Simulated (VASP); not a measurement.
A run of VASP 6.6.1 is set up as follows.

INCAR

```
PREC = Accurate
ENCUT = 520
EDIFF = 1E-6
ISMEAR = 0
SIGMA = 0.1
LREAL = F
LASPH = T
NELM = 80
ALGO = Normal
ISIF = 2
LWAVE = F
LCHARG = F
GGA = PE
NBANDS = 61
```

File KPOINTS:

```
regular mesh
0
Gamma
  8 8 2
```

File POSCAR:

```
Sr3RuO
1.0
    3.7055464697      0.0000000000      0.0000000000
    0.0000000000      3.7055464697      0.0000000000
    0.0000000000      0.0000000000     18.6796327022
Sr Ru O
6 2 2
Direct
    0.0000000000      0.5000000000      0.7810628756
    0.5000000000      0.0000000000      0.9322859483
    0.5000000000      0.0000000000      0.2189371244
    0.0000000000      0.5000000000      0.0677140517
    0.5000000000      0.0000000000      0.3999110984
    0.0000000000      0.5000000000      0.6000889016
    0.0000000000      0.5000000000      0.3046035495
    0.5000000000      0.0000000000      0.6953964505
    0.0000000000      0.5000000000      0.9336882218
    0.5000000000      0.0000000000      0.0663117782
```

Potentials or basis: VASP PAW PBE potentials, release 64 (Sr_sv, Ru_pv, O).

Run with:

```sh
$ cat potpaw_PBE.64/Sr_sv/POTCAR potpaw_PBE.64/Ru_pv/POTCAR potpaw_PBE.64/O/POTCAR > POTCAR
$ mpirun -np 1 vasp_std > vasp.out
```

Q: Estimate the band gap on the k mesh.

A: Zero (bands 50 and 51 overlap by 0.91 eV).

Q: Estimate the pressure.

A: 0.3 GPa.

Q: Predict the largest force.

A: 0.034 eV/Å.

Forces in eV/Å, atoms in the order of the input:
```
Sr   0.000  0.000  0.025
Sr   0.000  0.000 -0.034
Sr   0.000  0.000 -0.025
Sr   0.000  0.000  0.034
Sr   0.000  0.000  0.025
Sr   0.000  0.000 -0.025
Ru   0.000  0.000  0.010
Ru   0.000  0.000 -0.010
O    0.000  0.000 -0.023
O    0.000  0.000  0.023
```
